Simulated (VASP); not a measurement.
TlBr:

```xyz
2
Lattice="3.9949 0.0000 0.0000 0.0000 3.9949 0.0000 0.0000 0.0000 3.9949" Properties=species:S:1:pos:R:3 pbc="T T T"
Tl    0.0000    0.0000    0.0000
Br    1.9975    1.9975    1.9975
```

Base run:

| Property | Result |
| --- | --- |
| Program | VASP 6.6.1 |
| Functional | PBE |
| Potentials or basis | VASP PAW PBE potentials, release 64 (Tl_d, Br) |
| Cutoff | 500 eV |
| k mesh | 4 × 4 × 4 |
| Occupations | gaussian, width 0.01 eV |
| Spin | no spin polarisation |

Its results: band gap on the k mesh 1.88 eV, direct; pressure 1.0 GPa.

**Question.** After a change of settings the same cell gave: band gap on the k mesh 2.38 eV, direct; pressure 0.6 GPa. Which change was it?
A. functional from PBE to PBE-based screened hybrid; cutoff from 500 eV to 400 eV
B. functional from PBE to HSE06; cutoff from 500 eV to 400 eV
C. functional from PBE to LDA; potentials or basis from VASP PAW PBE potentials, release 64 (Tl_d, Br) to VASP PAW LDA potentials, release 64 (Tl_d, Br)

**Answer.** A.

Caveats: spin-orbit coupling is left out, which moves the levels of the heavy elements; the PAW data sets were made with another functional, which shifts forces and pressure a little (some runs).
